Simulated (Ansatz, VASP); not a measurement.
## Si2F3: VASP beside Ansatz

INCAR

```
SYSTEM = Si2F3
ALGO = Normal
EDIFF = 1E-6
ENCUT = 520
GGA = PE
ISIF = 2
ISMEAR = 0
LASPH = .TRUE.
LCHARG = .TRUE.
LELF = .TRUE.
LREAL = .FALSE.
LVHAR = .TRUE.
LWAVE = .FALSE.
NBANDS = 22
NELM = 80
PREC = Accurate
SIGMA = 0.1
```

Contents of KPOINTS:

```
k-points
0
G
  16 16 4
  0 0 0
```

Contents of POSCAR:

```
Si2F3
1.0
    2.5053389559     -1.3229754456     -0.0085040277
    2.5053389559      1.3229754456     -0.0085040277
   -1.1799543122      0.0000000000     10.0079507574
Si F
2 3
Direct
    0.4534318922      0.4534318922      0.3078587221
    0.5465681078      0.5465681078      0.6921412779
    0.0000000000      0.0000000000      0.5000000000
    0.0816784595      0.0816784595      0.8369920960
    0.9183215405      0.9183215405      0.1630079040
```

Input for Ansatz:

```yaml
crystal:
  lattice:
    - [2.5053389559, -1.3229754456, -0.0085040277]
    - [2.5053389559, 1.3229754456, -0.0085040277]
    - [-1.1799543122, 0.0, 10.0079507574]
  atoms:
    - { symbol: Si, position: [0.4534318922, 0.4534318922, 0.3078587221] }
    - { symbol: Si, position: [0.5465681078, 0.5465681078, 0.6921412779] }
    - { symbol: F, position: [0.0, 0.0, 0.5] }
    - { symbol: F, position: [0.0816784595, 0.0816784595, 0.836992096] }
    - { symbol: F, position: [0.9183215405, 0.9183215405, 0.163007904] }
basis:
  ecutwfc: 420
kpoints:
  mp_grid: { grid: [16, 16, 4] }
  band_path:
    path:
      - [[0.0, 0.0, 0.0], [-0.32073816, 0.32073816, 0.0]]
      - [[-0.67926184, -0.32073816, 0.0], [-0.5, -0.5, 0.0], [0.0, 0.0, 0.0], [-0.5, -0.5, 0.5], [-0.68349882, -0.31650118, 0.5]]
      - [[-0.31650118, 0.31650118, 0.5], [0.0, 0.0, 0.5], [0.0, 0.0, 0.0]]
      - [[-0.5, 0.0, 0.5], [0.0, 0.0, 0.0], [-0.5, 0.0, 0.0]]
    npoints: 14
hamiltonian:
  xc: pbe
scf:
  occupations: { method: gaussian, width: 0.1 }
  n_extra_bands: 12
output:
  forces: true
  stress: true
  eigenvalues: true
  populations: true
  dos: { projected: true, de: 0.02, nscf_kmesh: { grid: [20, 20, 5] } }
  bader: true
  write_density: true
  write_potential: true
  elf: true
  volumetric_format: npy
```

Alike in both runs: task single point; functional PBE; k mesh 16 × 16 × 4; occupations gaussian, width 0.1 eV; no spin polarisation.

```csv
,VASP,Ansatz
version,VASP 6.6.1,Ansatz 0.2.0
potentials or method,"VASP PAW PBE potentials, release 64 (Si, F), cutoff 520 eV","scalar-relativistic, plane waves, PAW"
valence electrons in the cell,29,29
```

```csv
,VASP,Ansatz,Ansatz less VASP
gap on the k mesh at the Fermi level (eV),none,none,-
pressure (GPa),0.0,0.0,0.00
"traceless stress, the component that is largest in VASP (GPa)",-0.25,0.00,+0.246
rms of the force components (eV/Å),0.023,0.001,-0.0220
```

Atom by atom the forces differ by 0.022 eV/Å (rms over components). A gap of «none» marks a metal or a gap that the smearing closes. The functional is the same, so the differences come from potentials, cutoffs and numerics.
